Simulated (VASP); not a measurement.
# Si3Ni (Fm-3m) in VASP: single point with PBE

Aim: the single point of Si3Ni with PBE.

All numbers are computed with VASP 6.6.1; they aren't measurements. Logs are shortened: lines on timing, memory, paths and dates and some standing lists are left out, and cuts for length are marked.

**1. The cell of the first run**

It takes space group Fm-3m (No. 225, cubic). The conventional cell has a = 5.974 Å, b = 5.974 Å, c = 5.974 Å, α = 90.00°, β = 90.00°, γ = 90.00°. Si (site symmetry -43m) has 4 Ni at 2.59 Å and 10 Si at 2.59 to 2.99 Å within 3.4 Å. Within 3.4 Å of Si (site symmetry m-3m) lie 8 Si at 2.59 Å and 6 Ni at 2.99 Å. Ni (site symmetry m-3m) has 14 Si at 2.59 to 2.99 Å within 3.4 Å.

**2. Single point, PBE, collinear spin, antiferromagnetic start**

Contents of INCAR:

```
SYSTEM = Si3Ni
ALGO = Normal
EDIFF = 1E-7
ENCUT = 520
GGA = PE
ISIF = 2
ISMEAR = 0
ISPIN = 2
LASPH = .TRUE.
LCHARG = .FALSE.
LMAXMIX = 4
LORBIT = 11
LREAL = .FALSE.
LWAVE = .FALSE.
MAGMOM = 0 0 0 0 0 0 1 -1
NBANDS = 36
NELM = 150
PREC = Accurate
SIGMA = 0.1
```

Contents of KPOINTS:

```
k-points
0
G
  12 12 6
  0 0 0
```

Contents of POSCAR:

```
Si3Ni
1.0
    0.0000000000      2.9868708657      2.9868708657
    2.9868708657      0.0000000000      2.9868708657
    5.9737417313      5.9737417313      0.0000000000
Si Ni
6 2
Direct
    0.2500000000      0.2500000000      0.1250000000
    0.7500000000      0.7500000000      0.3750000000
    0.5000000000      0.5000000000      0.2500000000
    0.2500000000      0.2500000000      0.6250000000
    0.7500000000      0.7500000000      0.8750000000
    0.5000000000      0.5000000000      0.7500000000
    0.0000000000      1.0000000000      1.0000000000
    0.0000000000      1.0000000000      0.5000000000
```

Potentials or basis: VASP PAW PBE potentials, release 64 (Si, Ni).

On the command line:

```sh
$ cat potpaw_PBE.64/Si/POTCAR potpaw_PBE.64/Ni/POTCAR > POTCAR
$ mpirun -np 1 vasp_std > vasp.out
```

OUTCAR:

```text
SYSTEM = Si3Ni
   EDIFF = 1E-7
   ENCUT = 520
   GGA = PE
   ISIF = 2
   ISMEAR = 0
   ISPIN = 2
   LASPH = .TRUE.
   LORBIT = 11
   LREAL = .FALSE.
   NELM = 150
   PREC = Accurate

 ion  position               nearest neighbor table
   1  0.250  0.250  0.125-   6 2.59   8 2.59   7 2.59   3 2.59   7 2.59   7 2.59   3 2.59   3 2.59
                             5 2.99   2 2.99   2 2.99   5 2.99   5 2.99   2 2.99
   2  0.750  0.750  0.375-   6 2.59   7 2.59   3 2.59   8 2.59   3 2.59   3 2.59   8 2.59   8 2.59
                             1 2.99   1 2.99   4 2.99   4 2.99   1 2.99   4 2.99
   3  0.500  0.500  0.250-   4 2.59   5 2.59   1 2.59   2 2.59   1 2.59   1 2.59   2 2.59   2 2.59
                             8 2.99   7 2.99   7 2.99   8 2.99   7 2.99   8 2.99
   4  0.250  0.250  0.625-   3 2.59   7 2.59   6 2.59   8 2.59   8 2.59   8 2.59   6 2.59   6 2.59
                             2 2.99   2 2.99   5 2.99   5 2.99   2 2.99   5 2.99
   5  0.750  0.750  0.875-   3 2.59   8 2.59   7 2.59   6 2.59   6 2.59   6 2.59   7 2.59   7 2.59
                             1 2.99   1 2.99   4 2.99   4 2.99   4 2.99   1 2.99
   6  0.500  0.500  0.750-   1 2.59   2 2.59   4 2.59   5 2.59   4 2.59   4 2.59   5 2.59   5 2.59
                             8 2.99   7 2.99   7 2.99   8 2.99   8 2.99   7 2.99
   7  0.000  0.000  0.000-   2 2.59   4 2.59   1 2.59   5 2.59   5 2.59   5 2.59   1 2.59   1 2.59
                             6 2.99   3 2.99   3 2.99   6 2.99   6 2.99   3 2.99
   8  0.000  0.000  0.500-   1 2.59   5 2.59   4 2.59   2 2.59   2 2.59   2 2.59   4 2.59   4 2.59
                             6 2.99   3 2.99   3 2.99   6 2.99   3 2.99   6 2.99

  LATTYP: Found a trigonal (rhomboedric) cell.
 ALAT       =     7.3163095484
 COS(alpha) =     0.8333333333

  Lattice vectors:

 A1 = (   5.9737417313,   2.9868708656,  -2.9868708657)
 A2 = (   2.9868708656,   2.9868708656,  -5.9737417314)
 A3 = (   2.9868708656,   5.9737417313,  -2.9868708657)

Analysis of symmetry for initial positions (statically):
=====================================================================
 Subroutine PRICEL returns following result:

  LATTYP: Found a face centered cubic cell.
 ALAT       =     5.9737417314
[... 12 lines left out ...]
 Subroutine GETGRP returns: Found 12 space group operations
 (whereof 12 operations were pure point group operations)
 out of a pool of 12 trial point group operations.

The static configuration has the point symmetry D_3d.

Analysis of symmetry for dynamics (positions and initial velocities):
=====================================================================
 Subroutine PRICEL returns following result:

  LATTYP: Found a face centered cubic cell.
 ALAT       =     5.9737417314
[... 12 lines left out ...]
 Subroutine GETGRP returns: Found 12 space group operations
 (whereof 12 operations were pure point group operations)
 out of a pool of 12 trial point group operations.

The dynamic configuration has the point symmetry D_3d.

Analysis of structural, dynamic, and magnetic symmetry:
=====================================================================
 Subroutine PRICEL returns following result:

  LATTYP: Found a face centered cubic cell.
 ALAT       =     5.9737417314
[... 12 lines left out ...]
 Subroutine GETGRP returns: Found 12 space group operations
 (whereof 12 operations were pure point group operations)
 out of a pool of 12 trial point group operations.

The overall configuration has the point symmetry D_3d.

 Subroutine INISYM returns: Found 12 space group operations
 (whereof 12 operations are pure point group operations),
 and found     2 'primitive' translations

----------------------------------------------------------------------------------------

                                     Primitive cell

  volume of cell :      53.2941

  direct lattice vectors                    reciprocal lattice vectors
     0.000000000  2.986870866  2.986870866    -0.167399269  0.167399269  0.167399269
     2.986870866  0.000000000  2.986870866     0.167399269 -0.167399269  0.167399269
     2.986870866  2.986870866  0.000000000     0.167399269  0.167399269 -0.167399269

  length of vectors
     4.224073287  4.224073287  4.224073287     0.289944039  0.289944039  0.289944039

  position of ions in fractional coordinates (direct lattice)
     0.250000000  0.250000000  0.250000000
     0.750000000  0.750000000  0.750000000
     0.500000000  0.500000000  0.500000000
     0.000000000  0.000000000  0.000000000

  ion indices of the primitive-cell ions
   primitive index   ion index
                 1           1
                 2           2
                 3           3
                 4           7

----------------------------------------------------------------------------------------

 KPOINTS: k-points

Automatic generation of k-mesh.
 Grid dimensions read from file:
 generate k-points for:   12   12    6

 Generating k-lattice:

  Cartesian coordinates                     Fractional coordinates (reciprocal lattice)
    -0.013949939  0.013949939  0.013949939     0.083333333  0.000000000  0.000000000
     0.013949939 -0.013949939  0.013949939     0.000000000  0.083333333  0.000000000
[... 24 lines left out ...]
|                                                                             |
 -----------------------------------------------------------------------------

 Subroutine IBZKPT returns following result:
 ===========================================

 Found     98 irreducible k-points:

 Following reciprocal coordinates:
            Coordinates               Weight
  0.000000  0.000000  0.000000      1.000000
  0.083333  0.000000  0.000000      6.000000
  0.166667  0.000000  0.000000      6.000000
  0.250000  0.000000  0.000000      6.000000
  0.333333  0.000000  0.000000      6.000000
  0.416667  0.000000  0.000000      6.000000
[... 16 lines left out ...]
  0.500000  0.166667  0.000000     12.000000
 -0.416667  0.166667  0.000000     12.000000
 [... further k-points ...]
   k-points           NKPTS =     98   k-points in BZ     NKDIM =     98   number of bands    NBANDS=     36
   number of dos      NEDOS =    301   number of ions     NIONS =      8
   total plane-waves  NPLWV =  65536
   dimension x,y,z NGX =    32 NGY =   32 NGZ =   64
   dimension x,y,z NGXF=    64 NGYF=   64 NGZF=  128
   ions per type =               6   2
   NGX,Y,Z   is equivalent  to a cutoff of  12.59, 12.59, 12.59 a.u.
   NGXF,Y,Z  is equivalent  to a cutoff of  25.19, 25.19, 25.19 a.u.
 SYSTEM =  Si3Ni
   PREC   = accura    normal or accurate (medium, high low for compatibility)
   ISTART =      0    job   : 0-new  1-cont  2-samecut
   ICHARG =      2    charge: 1-file 2-atom 10-const
   ISPIN  =      2    spin polarized calculation?
   LNONCOLLINEAR =      F non collinear calculations
   LSORBIT =      F    spin-orbit coupling
   LASPH  =      T    aspherical Exc in radial PAW
   ENCUT  =  520.0 eV  38.22 Ry    6.18 a.u.   7.85  7.85 15.71*2*pi/ulx,y,z
   NELM   =    150;   NELMIN=  2; NELMDL= -5     # of ELM steps
   EDIFF  = 0.1E-06   stopping-criterion for ELM
   LREAL  =      F    real-space projection
   EDIFFG = 0.1E-05   stopping-criterion for IOM
   NSW    =      0    number of steps for IOM
   IBRION =     -1    ionic relax: 0-MD 1-quasi-New 2-CG
   NFREE  =      0    steps in history (QN), initial steepest desc. (CG)
   ISIF   =      2    stress and relaxation
   ISYM   =      2    0-nonsym 1-usesym 2-fastsym
   POTIM  = 0.5000    time-step for ionic-motion
   TEBEG  =    0.0;   TEEND  =   0.0 temperature during run
   PSTRESS=    0.0 pullay stress
   NELECT =      44.0000    total number of electrons
   NUPDOWN=      -1.0000    fix difference up-down
   EMIN   =  10.00;   EMAX   =-10.00  energy-range for DOS
   EFERMI =   0.00;   METHOD = LEGACY
   ISMEAR =     0;   SIGMA  =   0.10  broadening in eV -4-tet -1-fermi 0-gaus
   EFERMI_NEDOS =   21; number of points for ismear=-14 and -15
   IALGO  =     38    algorithm
   IMIX   =      4    mixing-type and parameters
     AMIX     =   0.40;   BMIX     =  1.00
     AMIX_MAG =   1.60;   BMIX_MAG =  1.00
  volume/ion in A,a.u.               =      13.32        89.91
  Fermi-wavevector in a.u.,A,eV,Ry     =   1.218960  2.303499 20.216384  1.485862
  Thomas-Fermi vector in A             =   2.354228
   LORBIT       =     11    0 simple, 1 ext, 2 COOP (PROOUT), +10 PAW based schemes
   GGA     = PE    functional components
   LHFCALC =     F    Hartree Fock is set to
   AEXX    =    0.0000 exact exchange contribution
   IVDW    =     0    specifies the selected vdW correction
   LEPSILON=     F    determine dielectric tensor
   LRPA    =     F    only Hartree local field effects (RPA)
 spin polarized calculation
 Gauss-broadening in eV      SIGMA  =   0.10
  energy-cutoff  :      520.00
  volume of cell :      106.59
 maximum number of plane-waves:      2917
   NGX = 15   NGY = 15   NGZ = 31

 number of electron      44.0000009 magnetization      -0.0000000

 number of electron      44.0000009 magnetization       0.0000000

 Free energy of the ion-electron system (eV)
  ---------------------------------------------------
  ext. energy  EPLUGINS =         0.00000000
  ---------------------------------------------------
  free energy    TOTEN  =       -41.17151923 eV

  energy without entropy =      -41.14242904  energy(sigma->0) =      -41.15697414

 E-fermi :  10.3930     XC(G=0): -11.6843

 val. band max:       10.3648664913   @ k =  -0.2500   0.3333   0.1667
 cond. band min:      10.4106062002   @ k =  -0.3333   0.2500   0.0000
 fundamental gap:      0.0457397090
 Fermi energy:        10.3930269798

 spin component 1

 k-point     1 :       0.0000    0.0000    0.0000
  band No.  band energies     occupation
      1      -3.6586      1.00000
      2      -1.1147      1.00000
      3      -0.1782      1.00000
      4       5.6115      1.00000
      5       5.6115      1.00000
      6       6.1149      1.00000
[... 877 lines left out ...]
     33      16.8570      0.00000
     34      17.5376      0.00000

 [... further k-points ...]

 spin component 2

 k-point     1 :       0.0000    0.0000    0.0000
  band No.  band energies     occupation
      1      -3.6586      1.00000
      2      -1.1147      1.00000
      3      -0.1782      1.00000
      4       5.6115      1.00000
      5       5.6115      1.00000
      6       6.1149      1.00000
[... 877 lines left out ...]
     33      16.8570      0.00000
     34      17.5376      0.00000

 [... further k-points ...]

 [bands above 34 left out]

------------------------ aborting loop because EDIFF is reached ----------------------------------------

  FORCE on cell =-STRESS in cart. coord.  units (eV):
  Direction    XX          YY          ZZ          XY          YZ          ZX
  --------------------------------------------------------------------------------------
  -------------------------------------------------------------------------------------
  Total        0.0023956      0.0023956      0.0023956     -0.0000077      0.0000077      0.0000077
  in kB        0.0360093      0.0360093      0.0360093     -0.0001159      0.0001159      0.0001159
  external PRESSURE =       0.0360093 kB  Pullay stress =       0.0000000 kB

 VOLUME and BASIS-vectors are now :
 -----------------------------------------------------------------------------
  energy-cutoff  :      520.00
  volume of cell :      106.59
      direct lattice vectors                 reciprocal lattice vectors
     0.000000000  2.986870866  2.986870866    -0.167399269  0.167399269  0.167399269
     2.986870866  0.000000000  2.986870866     0.167399269 -0.167399269  0.167399269
     5.973741731  5.973741731  0.000000000     0.083699635  0.083699635 -0.083699635

 POSITION                                       TOTAL-FORCE (eV/Angst)
 -----------------------------------------------------------------------------------
      1.49344      1.49344      1.49344         0.000000      0.000000     -0.000000
      4.48031      4.48031      4.48031        -0.000000     -0.000000      0.000000
      2.98687      2.98687      2.98687         0.000000     -0.000000     -0.000000
      4.48031      4.48031      1.49344         0.000000      0.000000     -0.000000
      7.46718      7.46718      4.48031        -0.000000     -0.000000      0.000000
      5.97374      5.97374      2.98687        -0.000000     -0.000000     -0.000000
      0.00000      0.00000      0.00000        -0.000000     -0.000000     -0.000000
      2.98687      2.98687      0.00000         0.000000     -0.000000     -0.000000
 -----------------------------------------------------------------------------------
    total drift:                                0.000000      0.000000      0.000000

  FREE ENERGIE OF THE ION-ELECTRON SYSTEM (eV)
  ---------------------------------------------------
  free  energy   TOTEN  =       -41.1715192266 eV

  energy  without entropy=      -41.1424290435  energy(sigma->0) =      -41.15697414

 total charge

# of ion       s       p       d       tot
------------------------------------------
    1        0.835   0.718   0.000   1.553
    2        0.835   0.718   0.000   1.553
    3        0.838   0.731   0.000   1.568
    4        0.835   0.718   0.000   1.553
    5        0.835   0.718   0.000   1.553
    6        0.838   0.731   0.000   1.568
    7        0.426   0.429   8.424   9.279
    8        0.426   0.429   8.424   9.279
--------------------------------------------------
tot          5.866   5.192  16.848  27.907

 magnetization (x)

# of ion       s       p       d       tot
------------------------------------------
    1       -0.000  -0.000   0.000  -0.000
    2        0.000   0.000   0.000   0.000
    3        0.000   0.000   0.000   0.000
    4        0.000   0.000   0.000   0.000
    5       -0.000  -0.000   0.000  -0.000
    6        0.000   0.000   0.000   0.000
    7        0.000   0.000   0.000   0.000
    8       -0.000  -0.000  -0.000  -0.000
--------------------------------------------------
tot          0.000   0.000   0.000   0.000
```

Wall time 33 min (1 thread of Oxide Virtual Turin-like, shared host); peak memory 0.6 GiB.

Results:

* Free energy: -41.1715 eV
* Pressure: 0.0 GPa
* Band gap on the k mesh: zero (filled and empty bands overlap)
* Net moment: 0.00 μB per cell
* Valence electrons inside the program's atomic spheres: Si 1.55, 1.57 (each value once); Ni 9.28

Caveat: the moments typed at the start vanished in this run.

The gap in the log of VASP goes by the Fermi energy; the results here count the filled bands.